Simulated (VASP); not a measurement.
**Ga2SeS2: relaxation of cell and atoms with PBE**

Ga2SeS2:

```
CELL_PARAMETERS angstrom
4.10070 0.00000 0.00000
-2.05035 3.55131 0.00000
0.00000 0.00000 8.91487
ATOMIC_POSITIONS crystal
Ga 0.00000 0.00000 0.60995
Ga 0.00000 0.00000 0.39005
Se 0.00000 0.00000 0.00000
S 0.33333 0.66667 0.50000
S 0.66667 0.33333 0.50000
```

```
Program                : VASP 6.6.1
Task                   : relaxation of cell and atoms
Functional             : PBE
Potentials or basis    : VASP PAW PBE potentials, release 64 (Ga_d, Se, S)
Cutoff                 : 600 eV
k mesh                 : 6 × 6 × 2
Occupations            : gaussian, width 0.1 eV
Spin                   : no spin polarisation
Dipole correction      : no
Further INCAR settings : ALGO = Normal; EDIFF = 1e-07; IBRION = 2; EDIFFG = -0.04; NSW = 90; ISIF = 3
```

```
Relaxed volume                         : 26.29 Å³/atom
Relaxed cell                           : a = 4.551 Å, b = 4.551 Å, c = 7.327 Å, α = 90.00°, β = 90.00°, γ = 120.00°
Space group after relaxing (to 0.05 Å) : P6/mmm (No. 191)
Energy gained by relaxing              : 1158.4 meV/atom
Ionic steps                            : 26
Pressure after relaxing                : 0.0 GPa
Largest force after relaxing           : 0.031 eV/Å
Band gap on the k mesh                 : zero (band 22 reaches 2.37 eV, above the bottom of band 23 at 1.31 eV)
```

Forces on the atoms (eV/Å):
```
Ga   0.000  0.000  0.031
Ga   0.000  0.000 -0.031
Se   0.000  0.000  0.000
S    0.000  0.000  0.000
S    0.000  0.000  0.000
```

Stress tensor (GPa, compression positive):
```
 0.11  0.00  0.00
 0.00  0.11  0.00
 0.00  0.00 -0.14
```

The path:
```tsv
step	energy change (eV)	largest force (eV/Å)	pressure (GPa)	volume (Å³)
1	0.0000	11.6719	16.80	129.83
2	-3.8453	0.1039	-3.76	187.95
3	-4.0432	1.2486	-0.93	162.17
4	-4.0965	0.6385	-2.41	171.35
5	-4.1011	0.7745	-2.07	168.86
6	-4.3273	0.9190	-1.78	159.93
7	-5.0156	1.3567	0.48	134.69
8	-1.4428	8.7210	38.04	90.93
9	-4.8798	1.7083	1.82	131.13
10	-4.9604	0.7707	8.66	110.80
11	-5.0182	1.4979	4.67	120.37
12	-5.0286	1.3678	5.55	117.88
13	-5.1053	1.1150	5.88	116.63
14	-5.2068	0.0668	7.55	112.83
15	-5.3191	0.2179	6.56	114.79
16	-5.5609	0.5455	4.01	120.80
17	-5.6912	1.0575	0.63	133.28
18	-5.6966	0.9854	1.05	131.37
19	-5.7296	0.6388	0.38	132.70
20	-5.7465	0.2788	-0.32	134.45
21	-5.7469	0.2296	-0.41	134.74
22	-5.7543	0.2227	-0.39	134.36
23	-5.7749	0.1704	-0.31	133.23
24	-5.7905	0.1219	0.18	130.94
25	-5.7919	0.0007	-0.03	131.65
26	-5.7922	0.0312	0.03	131.46
```

Final structure:
```xyz
5
Lattice="4.5515 0.0000 0.0000 -2.2757 3.9417 0.0000 0.0000 0.0000 7.3273" Properties=species:S:1:pos:R:3 pbc="T T T"
Ga    0.0000    0.0000    4.9746
Ga    0.0000    0.0000    2.3527
Se    0.0000    0.0000    0.0000
S     0.0000    2.6278    3.6636
S     2.2757    1.3139    3.6636
```

Levels at points of the mesh, in eV from the Fermi level:
```csv
k point,band 19,band 20,band 21,band 22,band 23,band 24,band 25,band 26
"(0.00, 0.00, 0.00)",-2.31,-2.31,-0.30,-0.07,-0.07,2.08,3.38,3.70
"(0.50, 0.00, 0.00)",-1.55,-0.52,-0.41,-0.05,1.11,1.69,2.59,3.14
"(0.00, 0.00, 0.50)",-2.22,-2.22,-0.36,-0.36,-0.31,0.57,4.82,5.12
"(0.50, 0.00, 0.50)",-1.02,-0.68,-0.67,-0.17,0.41,1.11,2.79,3.61
```

Wall time 12 min on 1 thread of Intel(R) Xeon(R) 6975P-C (Granite Rapids) (shared host), peak memory 0.34 GiB.
